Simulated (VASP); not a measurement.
# Fe (P6/mmm) in VASP: notebook

The runs below take Fe through single point, with RPBE.

Program: VASP 6.6.1. These are calculated values, not measurements. Logs are shortened: lines on timing, memory, paths and dates and some standing lists are left out, and cuts for length are marked.

## Step 1: The cell of the first run

It takes space group P6/mmm (No. 191, hexagonal). Conventional cell: a = 4.036 Å, b = 4.036 Å, c = 2.537 Å, α = 90.00°, β = 90.00°, γ = 120.00°. Fe (site symmetry 6/mmm) has 14 Fe at 2.54 to 2.65 Å within 3.3 Å. Fe (site symmetry -6m2) has 11 Fe at 2.33 to 2.65 Å within 3.1 Å.

## Step 2: Single point, RPBE (volume scaled by 1.12)

The input, INCAR:

```
SYSTEM = Fe
  ALGO = Normal
  EDIFF = 1E-6
  ENCUT = 520
  GGA = RP
  ISIF = 2
  ISMEAR = -1
  LASPH = .True.
  LCHARG = .False.
  LREAL = .False.
  LWAVE = .False.
  NBANDS = 19
  NELM = 60
  PREC = Accurate
  SIGMA = 0.1
```

The input, KPOINTS:

```
k-points
0
Gamma
  11 11 14
  0 0 0
```

The input, POSCAR:

```
Fe
1.0
    4.0361466403      0.0000000000      0.0000000000
   -2.0180733202      3.4954055239      0.0000000000
    0.0000000000      0.0000000000      2.5370007098
Fe
3
Direct
    0.0000000000      0.0000000000      0.0000000000
    0.3333333333      0.6666666667      0.5000000000
    0.6666666667      0.3333333333      0.5000000000
```

Potentials or basis: VASP PAW PBE potentials, release 64 (Fe).

On the command line:

```sh
$ cat potpaw_PBE.64/Fe/POTCAR > POTCAR
$ mpirun -np 1 vasp_std > vasp.out
```

OUTCAR:

```text
SYSTEM = Fe
   EDIFF = 1E-6
   ENCUT = 520
   GGA = RP
   ISIF = 2
   ISMEAR = -1
   LASPH = .True.
   LREAL = .False.
   NELM = 60
   PREC = Accurate

 ion  position               nearest neighbor table
   1  0.000  0.000  0.000-   2 2.65   3 2.65   2 2.65   3 2.65   3 2.65   3 2.65   2 2.65   2 2.65
                             3 2.65   3 2.65   2 2.65   2 2.65
   2  0.333  0.667  0.500-   3 2.33   3 2.33   3 2.33   1 2.65   1 2.65   1 2.65   1 2.65   1 2.65
                             1 2.65
   3  0.667  0.333  0.500-   2 2.33   2 2.33   2 2.33   1 2.65   1 2.65   1 2.65   1 2.65   1 2.65
                             1 2.65

  LATTYP: Found a hexagonal cell.
 ALAT       =     4.0361466403
 C/A-ratio  =     0.6285700040

  Lattice vectors:

 A1 = (   4.0361466403,   0.0000000000,   0.0000000000)
 A2 = (  -2.0180733202,   3.4954055239,   0.0000000000)
 A3 = (   0.0000000000,   0.0000000000,   2.5370007098)

Analysis of symmetry for initial positions (statically):
=====================================================================
 Subroutine PRICEL returns:
 Original cell was already a primitive cell.

 Routine SETGRP: Setting up the symmetry group for a
 hexagonal supercell.

 Subroutine GETGRP returns: Found 24 space group operations
 (whereof 24 operations were pure point group operations)
 out of a pool of 24 trial point group operations.

The static configuration has the point symmetry D_6h.

Analysis of symmetry for dynamics (positions and initial velocities):
=====================================================================
 Subroutine PRICEL returns:
 Original cell was already a primitive cell.

 Routine SETGRP: Setting up the symmetry group for a
 hexagonal supercell.

 Subroutine GETGRP returns: Found 24 space group operations
 (whereof 24 operations were pure point group operations)
 out of a pool of 24 trial point group operations.

The dynamic configuration has the point symmetry D_6h.

 Subroutine INISYM returns: Found 24 space group operations
 (whereof 24 operations are pure point group operations),
 and found     1 'primitive' translations

----------------------------------------------------------------------------------------

                                     Primitive cell

  volume of cell :      35.7919

  direct lattice vectors                    reciprocal lattice vectors
     4.036146640  0.000000000  0.000000000     0.247761067  0.143044919  0.000000000
    -2.018073320  3.495405524  0.000000000     0.000000000  0.286089838  0.000000000
     0.000000000  0.000000000  2.537000710     0.000000000  0.000000000  0.394166228

  length of vectors
     4.036146640  4.036146640  2.537000710     0.286089838  0.286089838  0.394166228

  position of ions in fractional coordinates (direct lattice)
     0.000000000  0.000000000  0.000000000
     0.333333333  0.666666667  0.500000000
     0.666666667  0.333333333  0.500000000

  ion indices of the primitive-cell ions
   primitive index   ion index
                 1           1
                 2           2
                 3           3

----------------------------------------------------------------------------------------

 KPOINTS: k-points

Automatic generation of k-mesh.
 Grid dimensions read from file:
 generate k-points for:   11   11   14

 Generating k-lattice:

  Cartesian coordinates                     Fractional coordinates (reciprocal lattice)
     0.022523733  0.013004084  0.000000000     0.090909091  0.000000000  0.000000000
     0.000000000  0.026008167  0.000000000     0.000000000  0.090909091  0.000000000
     0.000000000  0.000000000  0.028154731     0.000000000  0.000000000  0.071428571

  Length of vectors
     0.026008167  0.026008167  0.028154731

  Shift w.r.t. Gamma in fractional coordinates (k-lattice)
     0.000000000  0.000000000  0.000000000

 Subroutine IBZKPT returns following result:
 ===========================================

 Found    128 irreducible k-points:

 Following reciprocal coordinates:
            Coordinates               Weight
  0.000000  0.000000  0.000000      1.000000
  0.090909 -0.000000  0.000000      6.000000
  0.181818  0.000000  0.000000      6.000000
  0.272727 -0.000000  0.000000      6.000000
  0.363636  0.000000  0.000000      6.000000
  0.454545  0.000000  0.000000      6.000000
[... 16 lines left out ...]
  0.090909  0.090909  0.071429     12.000000
  0.181818  0.090909  0.071429     24.000000
 [... further k-points ...]
   k-points           NKPTS =    128   k-points in BZ     NKDIM =    128   number of bands    NBANDS=     19
   number of dos      NEDOS =    301   number of ions     NIONS =      3
   total plane-waves  NPLWV =  18000
   dimension x,y,z NGX =    30 NGY =   30 NGZ =   20
   dimension x,y,z NGXF=    60 NGYF=   60 NGZF=   40
   ions per type =               3
   NGX,Y,Z   is equivalent  to a cutoff of  12.36, 12.36, 13.11 a.u.
   NGXF,Y,Z  is equivalent  to a cutoff of  24.71, 24.71, 26.21 a.u.
 SYSTEM =  Fe
   PREC   = accura    normal or accurate (medium, high low for compatibility)
   ISTART =      0    job   : 0-new  1-cont  2-samecut
   ICHARG =      2    charge: 1-file 2-atom 10-const
   ISPIN  =      1    spin polarized calculation?
   LNONCOLLINEAR =      F non collinear calculations
   LSORBIT =      F    spin-orbit coupling
   LASPH  =      T    aspherical Exc in radial PAW
   ENCUT  =  520.0 eV  38.22 Ry    6.18 a.u.   7.50  7.50  4.72*2*pi/ulx,y,z
   NELM   =     60;   NELMIN=  2; NELMDL= -5     # of ELM steps
   EDIFF  = 0.1E-05   stopping-criterion for ELM
   LREAL  =      F    real-space projection
   EDIFFG = 0.1E-04   stopping-criterion for IOM
   NSW    =      0    number of steps for IOM
   IBRION =     -1    ionic relax: 0-MD 1-quasi-New 2-CG
   NFREE  =      0    steps in history (QN), initial steepest desc. (CG)
   ISIF   =      2    stress and relaxation
   ISYM   =      2    0-nonsym 1-usesym 2-fastsym
   POTIM  = 0.5000    time-step for ionic-motion
   TEBEG  =    0.0;   TEEND  =   0.0 temperature during run
   PSTRESS=    0.0 pullay stress
   NELECT =      24.0000    total number of electrons
   NUPDOWN=      -1.0000    fix difference up-down
   EMIN   =  10.00;   EMAX   =-10.00  energy-range for DOS
   EFERMI =   0.00;   METHOD = LEGACY
   ISMEAR =    -1;   SIGMA  =   0.10  broadening in eV -4-tet -1-fermi 0-gaus
   EFERMI_NEDOS =   21; number of points for ismear=-14 and -15
   IALGO  =     38    algorithm
   IMIX   =      4    mixing-type and parameters
     AMIX     =   0.40;   BMIX     =  1.00
     AMIX_MAG =   1.60;   BMIX_MAG =  1.00
  volume/ion in A,a.u.               =      11.93        80.51
  Fermi-wavevector in a.u.,A,eV,Ry     =   1.432903  2.707795 27.935643  2.053212
  Thomas-Fermi vector in A             =   2.552480
   LORBIT       =      0    0 simple, 1 ext, 2 COOP (PROOUT), +10 PAW based schemes
   GGA     = RP    functional components
   LHFCALC =     F    Hartree Fock is set to
   AEXX    =    0.0000 exact exchange contribution
   IVDW    =     0    specifies the selected vdW correction
   LEPSILON=     F    determine dielectric tensor
   LRPA    =     F    only Hartree local field effects (RPA)
 non-spin polarized calculation
  energy-cutoff  :      520.00
  volume of cell :       35.79
 maximum number of plane-waves:       988
 NGX is ok and might be reduce to    30
   NGX = 15   NGY = 15   NGZ =  9

 number of electron      24.0000011 magnetization

 Free energy of the ion-electron system (eV)
  ---------------------------------------------------
  ext. energy  EPLUGINS =         0.00000000
  ---------------------------------------------------
  free energy    TOTEN  =       -22.05451627 eV

  energy without entropy =      -21.83521816  energy(sigma->0) =      -21.94486722

 E-fermi :   5.4757     XC(G=0): -12.7896

 val. band max:        5.4745888498   @ k =   0.1818   0.0909   0.5000
 cond. band min:       5.4867931710   @ k =   0.1818   0.0909   0.0714
 fundamental gap:      0.0122043212
 Fermi energy:         5.4756542384

 k-point     1 :       0.0000    0.0000    0.0000
  band No.  band energies     occupation
      1      -2.6158      2.00000
      2       1.8861      2.00000
      3       3.1077      2.00000
      4       3.1077      2.00000
      5       3.1565      2.00000
      6       3.1565      2.00000
[... 11 lines left out ...]
     18      12.4873      0.00000
     19      12.4874      0.00000

 k-point     2 :       0.0909   -0.0000    0.0000
  band No.  band energies     occupation
      1      -2.5032      2.00000
      2       1.9032      2.00000
      3       2.7897      2.00000
      4       2.9389      2.00000
      5       3.1894      2.00000
      6       3.4383      2.00000
[... 11 lines left out ...]
     18      11.1475      0.00000
     19      13.2690      0.00000

 k-point     3 :       0.1818    0.0000    0.0000
  band No.  band energies     occupation
      1      -2.1709      2.00000
      2       1.8955      2.00000
      3       2.4369      2.00000
      4       2.8526      2.00000
      5       2.9420      2.00000
      6       3.6778      2.00000
[... 11 lines left out ...]
     18       9.8957      0.00000
     19      13.2588      0.00000

 k-point     4 :       0.2727   -0.0000    0.0000
  band No.  band energies     occupation
      1      -1.6358      2.00000
      2       1.6976      2.00000
      3       2.1761      2.00000
      4       2.7002      2.00000
      5       2.8558      2.00000
      6       3.6100      2.00000
[... 11 lines left out ...]
     18       8.7338      0.00000
     19      13.1633      0.00000

 k-point     5 :       0.3636    0.0000    0.0000
  band No.  band energies     occupation
      1      -0.9297      2.00000
      2       1.3842      2.00000
      3       1.6788      2.00000
      4       2.7804      2.00000
      5       2.9215      2.00000
      6       3.4569      2.00000
[... 11 lines left out ...]
     18       7.6651      0.00000
     19      13.1021      0.00000
[... 334 lines left out ...]
      2       1.4657      2.00000
      3       1.7431      2.00000
      4       2.7966      2.00000
      5       2.9109      2.00000
      6       3.5124      2.00000
[... 11 lines left out ...]
     18       7.9445      0.00000
     19      13.1175      0.00000

 k-point    22 :       0.4545    0.0000    0.0714
  band No.  band energies     occupation
      1      -0.0042      2.00000
      2       0.8436      2.00000
      3       1.4501      2.00000
      4       2.9865      2.00000
      5       3.0309      2.00000
      6       3.2920      2.00000
[... 11 lines left out ...]
     18       7.1642      0.00000
     19      13.0876      0.00000

 k-point    23 :       0.0909    0.0909    0.0714
  band No.  band energies     occupation
      1      -2.1534      2.00000
      2       1.9941      2.00000
      3       2.5785      2.00000
      4       2.6432      2.00000
      5       3.3061      2.00000
      6       3.3609      2.00000
[... 11 lines left out ...]
     18      10.0756      0.00000
     19      14.0893      0.00000

 k-point    24 :       0.1818    0.0909    0.0714
  band No.  band energies     occupation
      1      -1.7239      2.00000
      2       1.8798      2.00000
      3       2.2880      2.00000
      4       2.5804      2.00000
      5       3.1527      2.00000
      6       3.5960      2.00000
[... 11 lines left out ...]
     18       9.0637      0.00000
     19      13.8582      0.00000

 [... further k-points ...]
[... 5 lines left out ...]
  --------------------------------------------------------------------------------------
  -------------------------------------------------------------------------------------
  Total       -5.0886022     -5.0886022     -4.6601125      0.0000000      0.0000000      0.0000000
  in kB     -227.7844048   -227.7844048   -208.6036444      0.0000000      0.0000000      0.0000000
  external PRESSURE =    -221.3908180 kB  Pullay stress =       0.0000000 kB

 VOLUME and BASIS-vectors are now :
 -----------------------------------------------------------------------------
  energy-cutoff  :      520.00
  volume of cell :       35.79
      direct lattice vectors                 reciprocal lattice vectors
     4.036146640  0.000000000  0.000000000     0.247761067  0.143044919  0.000000000
    -2.018073320  3.495405524  0.000000000     0.000000000  0.286089838  0.000000000
     0.000000000  0.000000000  2.537000710     0.000000000  0.000000000  0.394166228

 POSITION                                       TOTAL-FORCE (eV/Angst)
 -----------------------------------------------------------------------------------
      0.00000      0.00000      0.00000        -0.000000      0.000000      0.000000
     -0.00000      2.33027      1.26850         0.000000      0.000000      0.000000
      2.01807      1.16514      1.26850         0.000000     -0.000000      0.000000
 -----------------------------------------------------------------------------------
    total drift:                               -0.000000      0.000000      0.000000

  FREE ENERGIE OF THE ION-ELECTRON SYSTEM (eV)
  ---------------------------------------------------
  free  energy   TOTEN  =       -22.0545162684 eV

  energy  without entropy=      -21.8352181647  energy(sigma->0) =      -21.94486722
```

Wall time 2 min (1 thread of AMD EPYC 7R43 (Zen 3), shared host); peak memory 0.16 GiB.

Results:

```
Free energy            : -22.0545 eV
Pressure               : -22.1 GPa
Band gap on the k mesh : zero (band 12 reaches 6.06 eV, above the bottom of band 13 at 4.86 eV)
```

Caveat: the cell differs from its parent crystal (volume scaled by 1.12); the PAW data sets were made with another functional, which shifts forces and pressure a little; the run has no spin polarisation, though such a crystal can be magnetic. Spin polarisation is off, so any magnetic state and its effect on volume and gap are missing.

## Step 3: Single point, RPBE

This run uses another cell than the first one, of 10.65 Å³/atom, 0.893 times its volume.

The input, INCAR:

```
SYSTEM = Fe
PREC = Accurate ; ENCUT = 520
EDIFF = 1E-6 ; ISMEAR = -1
SIGMA = 0.1 ; LREAL = .FALSE.
LASPH = .TRUE. ; NELM = 100
ALGO = Normal ; ISIF = 2
LWAVE = .FALSE. ; LCHARG = .TRUE.
GGA = RP ; LELF = .TRUE.
LVHAR = .TRUE. ; NBANDS = 19
```

The input, KPOINTS:

```
regular mesh
0
G
  12 12 17
  0 0 0
```

The input, POSCAR:

```
Fe
1.0
    3.8865201974      0.0000000000      0.0000000000
   -1.9432600987      3.3658252233      0.0000000000
    0.0000000000      0.0000000000      2.4429500160
Fe
3
Direct
    0.0000000000      0.0000000000      0.0000000000
    0.3333333333      0.6666666667      0.5000000000
    0.6666666667      0.3333333333      0.5000000000
```

Potentials or basis: VASP PAW PBE potentials, release 64 (Fe).

On the command line:

```sh
$ cat potpaw_PBE.64/Fe/POTCAR > POTCAR
$ mpirun -np 1 vasp_std > vasp.out
```

OUTCAR:

```text
SYSTEM = Fe
   PREC = Accurate
   ENCUT = 520
   EDIFF = 1E-6
   ISMEAR = -1
   LREAL = .FALSE.
   LASPH = .TRUE.
   NELM = 100
   ISIF = 2
   GGA = RP

 ion  position               nearest neighbor table
   1  0.000  0.000  0.000-   2 2.55   3 2.55   2 2.55   3 2.55   3 2.55   3 2.55   2 2.55   2 2.55
                             3 2.55   3 2.55   2 2.55   2 2.55
   2  0.333  0.667  0.500-   3 2.24   3 2.24   3 2.24   1 2.55   1 2.55   1 2.55   1 2.55   1 2.55
                             1 2.55
   3  0.667  0.333  0.500-   2 2.24   2 2.24   2 2.24   1 2.55   1 2.55   1 2.55   1 2.55   1 2.55
                             1 2.55

  LATTYP: Found a hexagonal cell.
[... 726 lines left out ...]
  --------------------------------------------------------------------------------------
  -------------------------------------------------------------------------------------
  Total       -0.0742778     -0.0742778     -0.1073440      0.0000000     -0.0000000     -0.0000000
  in kB       -3.7239370     -3.7239370     -5.3817202      0.0000000     -0.0000000     -0.0000000
  external PRESSURE =      -4.2765314 kB  Pullay stress =       0.0000000 kB

 VOLUME and BASIS-vectors are now :
 -----------------------------------------------------------------------------
  energy-cutoff  :      520.00
  volume of cell :       31.96
      direct lattice vectors                 reciprocal lattice vectors
     3.886520197  0.000000000  0.000000000     0.257299576  0.148551980  0.000000000
    -1.943260099  3.365825223  0.000000000     0.000000000  0.297103959  0.000000000
     0.000000000  0.000000000  2.442950016     0.000000000  0.000000000  0.409341163

 POSITION                                       TOTAL-FORCE (eV/Angst)
 -----------------------------------------------------------------------------------
      0.00000      0.00000      0.00000        -0.000000      0.000000      0.000000
     -0.00000      2.24388      1.22148         0.000000      0.000000      0.000000
      1.94326      1.12194      1.22148        -0.000000      0.000000     -0.000000
 -----------------------------------------------------------------------------------
    total drift:                               -0.000000      0.000000      0.000000

  FREE ENERGIE OF THE ION-ELECTRON SYSTEM (eV)
  ---------------------------------------------------
  free  energy   TOTEN  =       -22.3576242587 eV

  energy  without entropy=      -22.1698636586  energy(sigma->0) =      -22.26374396
```

Run time: 2.8 min. Hardware: 1 thread of AMD EPYC 7R43 (Zen 3), shared host; peak memory 0.17 GiB.

Results:

* Free energy: -22.3576 eV
* Pressure: -0.4 GPa
* Band gap on the k mesh: zero (band 12 reaches 7.30 eV, above the bottom of band 13 at 5.92 eV)

Stress tensor (GPa, compression positive):
```
-0.37  0.00  0.00
 0.00 -0.37  0.00
 0.00  0.00 -0.54
```

Caveat: the PAW data sets were made with another functional, which shifts forces and pressure a little; the run has no spin polarisation, though such a crystal can be magnetic.

## Step 4: Single point, RPBE, collinear spin, ferromagnetic start

This run uses another cell than the first one, of 12.55 Å³/atom, 1.052 times its volume.

The input, INCAR:

```
  PREC = Accurate
  ENCUT = 520
  EDIFF = 1E-6
  ISMEAR = -1
  SIGMA = 0.05
  LREAL = False
  LASPH = True
  NELM = 150
  ALGO = Normal
  ISIF = 2
  LWAVE = False
  LCHARG = False
  ISPIN = 2
  MAGMOM = 2.5 2.5 2.5
  LORBIT = 11
  LMAXMIX = 4
  GGA = RP
  NBANDS = 23
```

The input, KPOINTS:

```
regular mesh
0
Gamma
  9 9 13
```

The input, POSCAR:

```
Fe
1.0
    4.2371437128      0.0000000000      0.0000000000
   -2.1185718564      3.6694740948      0.0000000000
    0.0000000000      0.0000000000      2.4212764213
Fe
3
Direct
    1.0000000000      0.0000000000      0.0000000000
    0.3333333333      0.6666666667      0.5000000000
    0.6666666667      0.3333333333      0.5000000000
```

On the command line:

```sh
$ cat potpaw_PBE.64/Fe/POTCAR > POTCAR
$ mpirun -np 1 vasp_std > vasp.out
```

Wall time 73 s (1 thread of Intel Xeon 6975P-C (Granite Rapids), shared host); peak memory 0.23 GiB.

It converged, with:

| Item | Value |
| --- | --- |
| Free energy | -22.7714 eV |
| Pressure | -0.1 GPa |
| Net moment | 7.90 μB per cell |
| Site moments | Fe +2.67, +2.63 μB |
| Valence electrons inside the program's atomic spheres | Fe 7.04, 7.12 |

Stress tensor (GPa, compression positive):
```
 0.01  0.00  0.00
 0.00  0.01  0.00
 0.00  0.00 -0.22
```

Levels at points of the mesh, in eV from the Fermi level:
Spin up:
| k point | band 14 | band 15 | band 16 | band 17 | band 18 | band 19 |
| --- | --- | --- | --- | --- | --- | --- |
| (0.00, 0.00, 0.00) | -1.67 | -0.76 | -0.76 | 5.31 | 5.31 | 5.34 |
Spin down:
| k point | band 5 | band 6 | band 7 | band 8 | band 9 | band 10 | band 11 | band 12 |
| --- | --- | --- | --- | --- | --- | --- | --- | --- |
| (0.00, 0.00, 0.00) | -1.57 | -1.57 | -1.44 | -0.79 | 0.27 | 0.27 | 1.40 | 1.40 |

Caveat: the PAW data sets were made with another functional, which shifts forces and pressure a little.

## Step 5: Summary

```csv
spin,cell,k mesh,smearing,gap on the mesh (eV),pressure (GPa)
off,"a = 4.036, b = 4.036, c = 2.537 Å, angles 90.0, 90.0, 120.0°, 3 atoms",11 × 11 × 14,fermi-dirac 0.1 eV,none,-22.1
off,"a = 3.887, b = 3.887, c = 2.443 Å, angles 90.0, 90.0, 120.0°, 3 atoms",12 × 12 × 17,fermi-dirac 0.1 eV,none,-0.4
"collinear, ferromagnetic start","a = 4.237, b = 4.237, c = 2.421 Å, angles 90.0, 90.0, 120.0°, 3 atoms",9 × 9 × 13,fermi-dirac 0.05 eV,none,-0.1
```

Alike in all rows: task single point; level RPBE; potentials or basis VASP PAW PBE potentials, release 64 (Fe); cutoff (eV) 520.

Caveats: the PAW data sets were made with another functional, which shifts forces and pressure a little.

Total energies depend on the potentials used, so only differences within one code and one set of settings carry meaning.
